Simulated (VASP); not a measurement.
Set up this calculation in VASP 6.6.1, as the native input.

| Quantity | Value |
| --- | --- |
| Task | single point |
| Functional | PBEsol |
| Potentials or basis | VASP PAW PBE potentials, release 64 (C, H) |
| Cutoff | 520 eV |
| k mesh | 1 × 1 × 1 |
| Occupations | fermi-dirac, width 0.05 eV |
| Spin | no spin polarisation |
| Dipole correction | no |
| Further INCAR settings | LREAL = Auto; ALGO = Normal; EDIFF = 1e-07; NBANDS = 58 |

The structure of H4C lies in POSCAR:

```
H4C
1.0
    7.3876590000      0.0000000000      0.0000000000
    0.0000000000      7.3876590000      0.0000000000
    0.0000000000      0.0000000000      7.3876590000
C H
8 32
Direct
    0.4386369214      0.7611206744      0.7076260558
   -0.0485810187      0.7875431175      0.5604481744
    0.7807344654      0.4764296782      0.8895104660
    0.2581467282      0.2521096331      0.7433071830
    0.7123501504      0.9051581834      0.0929658502
    0.7330739007      0.2024321913      0.4936069735
    0.1515365016      1.0305429636      0.0998963271
    0.3027210650      0.5321306790      0.2369898232
    0.3170016375      0.7724909880      0.7745078651
    0.4596855377      0.6264095297      0.6355463889
    0.5526513879      0.7805584963      0.7931876661
    0.4322343519      0.8613147954      0.5938146306
   -0.0150792017      0.9187890237      0.6148632469
    0.0481749361      0.6843033768      0.6190865063
   -0.0245679991      0.7791507432      0.4169521089
   -0.1892345058      0.7369993661      0.5914322792
    0.9150259913      0.5312914416      0.9295637495
    0.6805809526      0.5413352186      0.9822868110
    0.7765247421      0.3274108889      0.9092731541
    0.7784874749      0.5066151537      0.7446743278
    0.2670264017      0.2995400843      0.6064573365
    0.3862116538      0.2919734113      0.8102972809
    0.2418898869      0.1113207851      0.7235580310
    0.1402338684      0.2995400843      0.8203275219
    0.8178368818      0.8494030382      0.1778777282
    0.5864645350      0.8352307544      0.1215946757
    0.7455000292      0.8869792176     -0.0534404742
    0.6876873987      1.0530128692      0.1089384337
    0.7557874558      0.3449807307      0.4826021342
    0.7396795115      0.1626225574      0.6423008967
    0.8314135777      0.1246809037      0.4160722632
    0.5974287660      0.1646394345      0.4430767581
    0.2091596269      1.0348474395     -0.0394576956
    0.2143168763      1.1305611155      0.1844291947
    0.1797727805      0.9014222232      0.1665344868
    0.0106122927      1.0522277761      0.0864143838
    0.3284125594      0.3855483855      0.2583633056
    0.1604026390      0.5422150643      0.2030548513
    0.3655149757      0.5678524144      0.1009250698
    0.3325816744      0.6242572918      0.3494882479
```

The input as run:

INCAR

```
SYSTEM = H4C
  PREC = Accurate
  ENCUT = 520
  EDIFF = 1E-7
  ISMEAR = -1
  SIGMA = 0.05
  LREAL = Auto
  LASPH = .TRUE.
  NELM = 60
  ALGO = Normal
  ISIF = 2
  LWAVE = .FALSE.
  LCHARG = .FALSE.
  GGA = PS
  NBANDS = 58
```

KPOINTS

```
Automatic mesh
0
G
  1 1 1
  0 0 0
```

Potentials or basis: VASP PAW PBE potentials, release 64 (C, H).

Launch:

```bash
$ cat potpaw_PBE.64/C/POTCAR potpaw_PBE.64/H/POTCAR > POTCAR
$ mpirun -np 1 vasp_gam > vasp.out
```

Results of the run:

```json
{"Pressure": "1.1 GPa", "Largest force": "3.884 eV/Å", "Band gap on the k mesh": "6.89 eV"}
```

Caveat: the k points lie up to 0.85 Å⁻¹ apart; the PAW data sets were made with another functional, which shifts forces and pressure a little.

Run time: 32 s on 1 thread of Intel(R) Xeon(R) 6975P-C (Granite Rapids), on a shared host, peak memory 0.37 GiB.
